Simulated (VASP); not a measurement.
Lu3AlAs4: single point with r2SCAN

The system is Lu3AlAs4.

```xyz
8
Lattice="5.5061 0.0000 0.0000 0.0000 5.5061 0.0000 0.0000 0.0000 5.5061" Properties=species:S:1:pos:R:3 pbc="T T T"
Al    0.0000    0.0000    0.0000
As    2.7530    2.7530    2.7530
As    0.0000    0.0000    2.7530
As    0.0000    2.7530    0.0000
As    2.7530    0.0000    0.0000
Lu    2.7530    2.7530    0.0000
Lu    2.7530    0.0000    2.7530
Lu    0.0000    2.7530    2.7530
```

```
Program             : VASP 6.6.1
Task                : single point
Functional          : r2SCAN
Potentials or basis : VASP PAW PBE potentials, release 64 (Al, As_d, Lu)
Cutoff              : 560 eV
k mesh              : 4 × 4 × 4
Occupations         : fermi-dirac, width 0.02 eV
Spin                : no spin polarisation
```

The pressure is 5.8 GPa and the band gap on the k mesh is zero (bands 69 and 70 overlap by 0.02 eV).

Levels at points of the mesh, in eV from the Fermi level:
```
           k point  band 66  band 67  band 68  band 69  band 70  band 71  band 72  band 73
(0.00, 0.00, 0.00)    -0.84    -0.84    -0.07    -0.07    -0.07     0.68     0.69     0.69
(0.50, 0.00, 0.00)    -1.07    -1.07    -0.46    -0.46     0.42     1.58     2.15     3.34
(0.50, 0.50, 0.00)    -2.20    -2.14    -2.14    -0.52     2.35     2.99     2.99     3.58
(0.50, 0.50, 0.50)    -2.29    -2.29    -0.88    -0.88     2.55     2.55     2.55     2.68
```

It took 7.5 min on 1 thread of AMD EPYC 7R13 Processor (Zen 3) (shared host), peak memory 0.33 GiB.

Caveat: the cell stands under pressure; semilocal functionals underestimate gaps, and a narrow one can read as zero; the PAW data sets were made with another functional, which shifts forces and pressure a little; spin-orbit coupling is left out, which moves the levels of the heavy elements.
